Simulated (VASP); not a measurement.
# MnZn (Pm-3m) in VASP: a series of runs, part 2 of 2

VASP 6.6.1. Earlier steps stand in the parts before.

### 3 Single point, LDA, collinear spin, ferromagnetic start

The input, INCAR:

```
SYSTEM = MnZn
PREC = Accurate ; ENCUT = 520
EDIFF = 1E-7 ; ISMEAR = 1
SIGMA = 0.1 ; LREAL = .FALSE.
LASPH = .TRUE. ; NELM = 150
ALGO = Normal ; ISIF = 2
LWAVE = .FALSE. ; LCHARG = .FALSE.
ISPIN = 2 ; MAGMOM = 2.8 0
LORBIT = 11 ; LMAXMIX = 4
GGA = CA ; NBANDS = 24
```

The input, KPOINTS:

```
Automatic mesh
0
G
  4 4 4
  0 0 0
```

The input, POSCAR:

```
MnZn
1.0
    3.0700000000      0.0000000000      0.0000000000
    0.0000000000      3.0700000000      0.0000000000
    0.0000000000      0.0000000000      3.0700000000
Mn Zn
1 1
Direct
    0.0000000000      0.0000000000      0.0000000000
    0.5000000000      0.5000000000      0.5000000000
```

Potentials or basis: VASP PAW LDA potentials, release 64 (Mn_pv, Zn).

Started as:

```console
cat potpaw_LDA.64/Mn_pv/POTCAR potpaw_LDA.64/Zn/POTCAR > POTCAR
mpirun -np 1 vasp_std > vasp.out
```

OUTCAR:

```text
SYSTEM = MnZn
   PREC = Accurate
   ENCUT = 520
   EDIFF = 1E-7
   ISMEAR = 1
   LREAL = .FALSE.
   LASPH = .TRUE.
   NELM = 150
   ISIF = 2
   ISPIN = 2
   LORBIT = 11
   GGA = CA

 ion  position               nearest neighbor table
   1  0.000  0.000  0.000-   2 2.66   2 2.66   2 2.66   2 2.66   2 2.66   2 2.66   2 2.66   2 2.66

   2  0.500  0.500  0.500-   1 2.66   1 2.66   1 2.66   1 2.66   1 2.66   1 2.66   1 2.66   1 2.66

  LATTYP: Found a simple cubic cell.
 ALAT       =     3.0700000000

  Lattice vectors:

 A1 = (   3.0700000000,   0.0000000000,   0.0000000000)
 A2 = (   0.0000000000,   3.0700000000,   0.0000000000)
 A3 = (   0.0000000000,   0.0000000000,   3.0700000000)

Analysis of symmetry for initial positions (statically):
=====================================================================
 Subroutine PRICEL returns:
 Original cell was already a primitive cell.

 Routine SETGRP: Setting up the symmetry group for a
 simple cubic supercell.

 Subroutine GETGRP returns: Found 48 space group operations
 (whereof 48 operations were pure point group operations)
 out of a pool of 48 trial point group operations.

The static configuration has the point symmetry O_h .

Analysis of symmetry for dynamics (positions and initial velocities):
=====================================================================
 Subroutine PRICEL returns:
 Original cell was already a primitive cell.

 Routine SETGRP: Setting up the symmetry group for a
 simple cubic supercell.

 Subroutine GETGRP returns: Found 48 space group operations
 (whereof 48 operations were pure point group operations)
 out of a pool of 48 trial point group operations.

The dynamic configuration has the point symmetry O_h .

Analysis of structural, dynamic, and magnetic symmetry:
=====================================================================
 Subroutine PRICEL returns:
 Original cell was already a primitive cell.

 Routine SETGRP: Setting up the symmetry group for a
 simple cubic supercell.

 Subroutine GETGRP returns: Found 48 space group operations
 (whereof 48 operations were pure point group operations)
 out of a pool of 48 trial point group operations.

The overall configuration has the point symmetry O_h .

 Subroutine INISYM returns: Found 48 space group operations
 (whereof 48 operations are pure point group operations),
 and found     1 'primitive' translations

----------------------------------------------------------------------------------------

                                     Primitive cell

  volume of cell :      28.9344

  direct lattice vectors                    reciprocal lattice vectors
     3.070000000  0.000000000  0.000000000     0.325732899  0.000000000  0.000000000
     0.000000000  3.070000000  0.000000000     0.000000000  0.325732899  0.000000000
     0.000000000  0.000000000  3.070000000     0.000000000  0.000000000  0.325732899

  length of vectors
     3.070000000  3.070000000  3.070000000     0.325732899  0.325732899  0.325732899

  position of ions in fractional coordinates (direct lattice)
     0.000000000  0.000000000  0.000000000
     0.500000000  0.500000000  0.500000000

  ion indices of the primitive-cell ions
   primitive index   ion index
                 1           1
                 2           2

[... 49 lines left out ...]
   ICHARG =      2    charge: 1-file 2-atom 10-const
   ISPIN  =      2    spin polarized calculation?
   LNONCOLLINEAR =      F non collinear calculations
   LSORBIT =      F    spin-orbit coupling
   LASPH  =      T    aspherical Exc in radial PAW
   ENCUT  =  520.0 eV  38.22 Ry    6.18 a.u.   5.71  5.71  5.71*2*pi/ulx,y,z
   NELM   =    150;   NELMIN=  2; NELMDL= -5     # of ELM steps
   EDIFF  = 0.1E-06   stopping-criterion for ELM
   LREAL  =      F    real-space projection
   EDIFFG = 0.1E-05   stopping-criterion for IOM
   NSW    =      0    number of steps for IOM
   IBRION =     -1    ionic relax: 0-MD 1-quasi-New 2-CG
   NFREE  =      0    steps in history (QN), initial steepest desc. (CG)
   ISIF   =      2    stress and relaxation
   ISYM   =      2    0-nonsym 1-usesym 2-fastsym
   POTIM  = 0.5000    time-step for ionic-motion
   TEBEG  =    0.0;   TEEND  =   0.0 temperature during run
   PSTRESS=    0.0 pullay stress
   NELECT =      25.0000    total number of electrons
   NUPDOWN=      -1.0000    fix difference up-down
   EMIN   =  10.00;   EMAX   =-10.00  energy-range for DOS
   EFERMI =   0.00;   METHOD = LEGACY
   ISMEAR =     1;   SIGMA  =   0.10  broadening in eV -4-tet -1-fermi 0-gaus
   EFERMI_NEDOS =   21; number of points for ismear=-14 and -15
   IALGO  =     38    algorithm
   IMIX   =      4    mixing-type and parameters
     AMIX     =   0.40;   BMIX     =  1.00
     AMIX_MAG =   1.60;   BMIX_MAG =  1.00
  volume/ion in A,a.u.               =      14.47        97.63
  Fermi-wavevector in a.u.,A,eV,Ry     =   1.559253  2.946560 33.079416  2.431268
  Thomas-Fermi vector in A             =   2.662638
   LORBIT       =     11    0 simple, 1 ext, 2 COOP (PROOUT), +10 PAW based schemes
   GGA     = CA    functional components
   LHFCALC =     F    Hartree Fock is set to
   AEXX    =    0.0000 exact exchange contribution
   IVDW    =     0    specifies the selected vdW correction
   LEPSILON=     F    determine dielectric tensor
   LRPA    =     F    only Hartree local field effects (RPA)
 spin polarized calculation
 Methfessel and Paxton  Order N= 1 SIGMA  =   0.10
  energy-cutoff  :      520.00
  volume of cell :       28.93
 maximum number of plane-waves:       804
 NGX is ok and might be reduce to    24
   NGX = 11   NGY = 11   NGZ = 11

 number of electron      24.9999987 magnetization       3.2906414

 Free energy of the ion-electron system (eV)
  ---------------------------------------------------
  ext. energy  EPLUGINS =         0.00000000
  ---------------------------------------------------
  free energy    TOTEN  =       -11.21326342 eV

  energy without entropy =      -11.21351243  energy(sigma->0) =      -11.21334642

 E-fermi :   4.8209     XC(G=0): -12.3587

 val. band max:        4.7882358902   @ k =   0.5000   0.0000   0.0000
 cond. band min:       5.0849209138   @ k =   0.5000   0.2500   0.0000
 fundamental gap:      0.2966850236
 Fermi energy:         4.8208849931

 spin component 1

 k-point     1 :       0.0000    0.0000    0.0000
  band No.  band energies     occupation
      1     -43.8404      1.00000
      2     -43.8404      1.00000
      3     -43.8404      1.00000
      4      -4.2158      1.00000
      5      -2.4727      1.00000
      6      -2.4727      1.00000
[... 259 lines left out ...]
     23      37.1265      0.00000
     24      37.1265      0.00000
 Fermi energy:         4.8208849931

 spin component 2

 k-point     1 :       0.0000    0.0000    0.0000
  band No.  band energies     occupation
      1     -40.7157      1.00000
      2     -40.7157      1.00000
      3     -40.7157      1.00000
      4      -3.8959      1.00000
      5      -2.4330      1.00000
      6      -2.4330      1.00000
[... 259 lines left out ...]
     23      37.7291      0.00000
     24      38.1007      0.00000

------------------------ aborting loop because EDIFF is reached ----------------------------------------

  FORCE on cell =-STRESS in cart. coord.  units (eV):
  Direction    XX          YY          ZZ          XY          YZ          ZX
  --------------------------------------------------------------------------------------
  -------------------------------------------------------------------------------------
  Total       -2.6623734     -2.6623734     -2.6623734     -0.0000000     -0.0000000     -0.0000000
  in kB     -147.4227201   -147.4227201   -147.4227201     -0.0000000     -0.0000000     -0.0000000
  external PRESSURE =    -147.4227201 kB  Pullay stress =       0.0000000 kB

 VOLUME and BASIS-vectors are now :
 -----------------------------------------------------------------------------
  energy-cutoff  :      520.00
  volume of cell :       28.93
      direct lattice vectors                 reciprocal lattice vectors
     3.070000000  0.000000000  0.000000000     0.325732899  0.000000000  0.000000000
     0.000000000  3.070000000  0.000000000     0.000000000  0.325732899  0.000000000
     0.000000000  0.000000000  3.070000000     0.000000000  0.000000000  0.325732899

 POSITION                                       TOTAL-FORCE (eV/Angst)
 -----------------------------------------------------------------------------------
      0.00000      0.00000      0.00000         0.000000      0.000000      0.000000
      1.53500      1.53500      1.53500         0.000000      0.000000      0.000000
 -----------------------------------------------------------------------------------
    total drift:                                0.000000      0.000000     -0.000000

  FREE ENERGIE OF THE ION-ELECTRON SYSTEM (eV)
  ---------------------------------------------------
  free  energy   TOTEN  =       -11.2132634191 eV

  energy  without entropy=      -11.2135124344  energy(sigma->0) =      -11.21334642

 total charge

# of ion       s       p       d       tot
------------------------------------------
    1        0.277   6.215   5.051  11.542
    2        0.627   0.517   9.717  10.862
--------------------------------------------------
tot          0.904   6.732  14.768  22.404

 magnetization (x)

# of ion       s       p       d       tot
------------------------------------------
    1        0.014   0.013   3.177   3.204
    2       -0.032  -0.034   0.029  -0.037
--------------------------------------------------
tot         -0.018  -0.021   3.206   3.167
```

OSZICAR:

```text
N       E                     dE             d eps       ncg     rms          rms(c)
DAV:   1     0.181540895021E+03    0.18154E+03   -0.12489E+04  1000   0.145E+03
DAV:   2    -0.292425597852E+01   -0.18447E+03   -0.17586E+03   968   0.339E+02
[... 13 lines left out ...]
DAV:  16    -0.112132467565E+02   -0.48161E-04   -0.30372E-04  1112   0.984E-02    0.330E-02
DAV:  17    -0.112132587726E+02   -0.12016E-04   -0.14184E-05  1024   0.282E-02    0.219E-02
DAV:  18    -0.112132611419E+02   -0.23692E-05   -0.12052E-06   992   0.680E-03    0.127E-02
DAV:  19    -0.112132624956E+02   -0.13537E-05   -0.11079E-06   864   0.457E-03    0.870E-03
DAV:  20    -0.112132630296E+02   -0.53406E-06   -0.33266E-07   712   0.314E-03    0.588E-03
DAV:  21    -0.112132633628E+02   -0.33313E-06   -0.36891E-07   720   0.275E-03    0.317E-03
DAV:  22    -0.112132634191E+02   -0.56292E-07   -0.43489E-08   504   0.111E-03
   1 F= -.11213263E+02 E0= -.11213346E+02  d E =0.249015E-03  mag=     3.2901
```

stdout:

```text
POSCAR found type information on POSCAR MnZn
 POSCAR found :  2 types and       2 ions
 scaLAPACK will be used
 LDA part: xc-table for (Slater(with rela. corr.)+CA(PZ))
 , standard interpolation
 POSCAR, INCAR and KPOINTS ok, starting setup
 FFT: planning ... GRIDC
 FFT: planning ... GRID_SOFT
 FFT: planning ... GRID
 WAVECAR not read
 entering main loop
```

Wall time 12 s (1 thread of Intel Xeon Platinum 8488C (Sapphire Rapids), shared host); peak memory 0.13 GiB.

Results:

| Property | Result |
| --- | --- |
| Free energy | -11.2133 eV |
| Pressure | -14.7 GPa |
| Net moment | 3.29 μB per cell |
| Site moments | Mn +3.20; Zn -0.04 μB |
| Valence electrons inside the program's atomic spheres | Mn 11.54; Zn 10.86 |

Levels at points of the mesh, in eV from the Fermi level:
Spin up:
| k point | band 10 | band 11 | band 12 | band 13 | band 14 | band 15 | band 16 | band 17 | band 18 | band 19 |
| --- | --- | --- | --- | --- | --- | --- | --- | --- | --- | --- |
| (0.00, 0.00, 0.00) | -2.33 | -2.33 | -1.02 | -1.02 | -1.02 | 6.24 | 6.24 | 6.24 | 11.62 | 11.62 |
| (0.50, 0.00, 0.00) | -4.67 | -2.38 | -1.83 | -1.83 | -1.08 | -0.03 | 11.32 | 11.32 | 12.47 | 12.51 |
| (0.50, 0.50, 0.00) | -2.07 | -1.32 | -1.32 | -1.14 | -1.14 | -0.58 | 2.86 | 3.70 | 12.34 | 14.71 |
| (0.50, 0.50, 0.50) | -3.31 | -3.31 | -0.55 | -0.55 | 2.87 | 4.82 | 4.82 | 4.82 | 5.55 | 5.55 |
Spin down:
```csv
k point,band 9,band 10,band 11,band 12,band 13,band 14
"(0.00, 0.00, 0.00)",-6.73,-0.15,-0.15,1.80,1.80,1.80
"(0.50, 0.00, 0.00)",-4.52,-4.30,-0.07,0.68,0.68,1.78
"(0.50, 0.50, 0.00)",-3.07,-0.81,-0.81,-0.05,1.33,1.33
"(0.50, 0.50, 0.50)",-1.65,-1.65,-1.65,2.27,2.27,2.87
```

Caveat: the k points lie up to 0.51 Å⁻¹ apart.

### 4 Single point, LDA, collinear spin, ferromagnetic start

INCAR is that of step 3.

The input, KPOINTS:

```
Automatic mesh
0
G
  5 5 5
  0 0 0
```

POSCAR is that of step 3.

Started as:

```console
cat potpaw_LDA.64/Mn_pv/POTCAR potpaw_LDA.64/Zn/POTCAR > POTCAR
mpirun -np 1 vasp_std > vasp.out
```

It took 10 s on 1 thread of Intel Xeon Platinum 8488C (Sapphire Rapids), shared host; peak memory 0.13 GiB.

The run converged. Its results:

| Property | Result |
| --- | --- |
| Free energy | -11.2538 eV |
| Pressure | -18.0 GPa |
| Net moment | 2.96 μB per cell |
| Site moments | Mn +2.94; Zn -0.06 μB |
| Valence electrons inside the program's atomic spheres | Mn 11.54; Zn 10.85 |

Levels at points of the mesh, in eV from the Fermi level:
Spin up:
| k point | band 10 | band 11 | band 12 | band 13 | band 14 | band 15 | band 16 | band 17 | band 18 | band 19 |
| --- | --- | --- | --- | --- | --- | --- | --- | --- | --- | --- |
| (0.00, 0.00, 0.00) | -2.51 | -2.51 | -1.24 | -1.24 | -1.24 | 6.01 | 6.01 | 6.01 | 11.40 | 11.40 |
Spin down:
```
           k point  band 8  band 9  band 10  band 11  band 12  band 13  band 14  band 15
(0.00, 0.00, 0.00)   -7.01   -7.01    -0.58    -0.58     1.40     1.40     1.40     6.31
```

Caveat: the k points lie up to 0.41 Å⁻¹ apart.

### 5 Overview

| k mesh | smearing | gap on the mesh (eV) | pressure (GPa) | moment (μB) |
| --- | --- | --- | --- | --- |
| 3 × 3 × 3 | methfessel-paxton 0.0797 eV | 0.62 | -17.5 | 3.00 |
| 4 × 4 × 4 | methfessel-paxton 0.1 eV | none | -14.7 | 3.29 |
| 5 × 5 × 5 | methfessel-paxton 0.1 eV | none | -18.0 | 2.96 |

Alike in all rows: task single point; level LDA; potentials or basis VASP PAW LDA potentials, release 64 (Mn_pv, Zn); spin collinear, ferromagnetic start; cell as given; cutoff (eV) 520.

Caveats: all runs use coarse meshes.

Absolute energies hang on the potentials; compare differences alone.
